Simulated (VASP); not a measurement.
Input of a VASP 6.6.1 run:

Contents of INCAR:

```
  ALGO = Normal
  EDIFF = 1E-7
  ENCUT = 520
  GGA = PS
  ISIF = 2
  ISMEAR = 0
  LASPH = True
  LCHARG = False
  LREAL = False
  LWAVE = False
  NBANDS = 8
  NELM = 100
  PREC = Accurate
  SIGMA = 0.1
```

Contents of KPOINTS:

```
k-points
0
Gamma
  14 14 14
```

File POSCAR:

```
Sb
1.0
    3.1715340000      0.0000000000      0.0000000000
    0.0000000000      3.1715340000      0.0000000000
    0.0000000000      0.0000000000      3.1715340000
Sb
1
Direct
    0.0000000000      0.0000000000      0.0000000000
```

Potentials or basis: VASP PAW PBE potentials, release 64 (Sb).

Launch:

```console
$ cat potpaw_PBE.64/Sb/POTCAR > POTCAR
$ mpirun -np 1 vasp_std > vasp.out
```

What does it give for the band gap on the k mesh?

Zero (an odd number of electrons rules out a gap without spin polarisation).

What does it give for the pressure?

-5.1 GPa.

Caveat: the cell differs from its parent crystal (strained); the cell stands under tension; the PAW data sets were made with another functional, which shifts forces and pressure a little; spin-orbit coupling is left out, which moves the levels of the heavy elements.
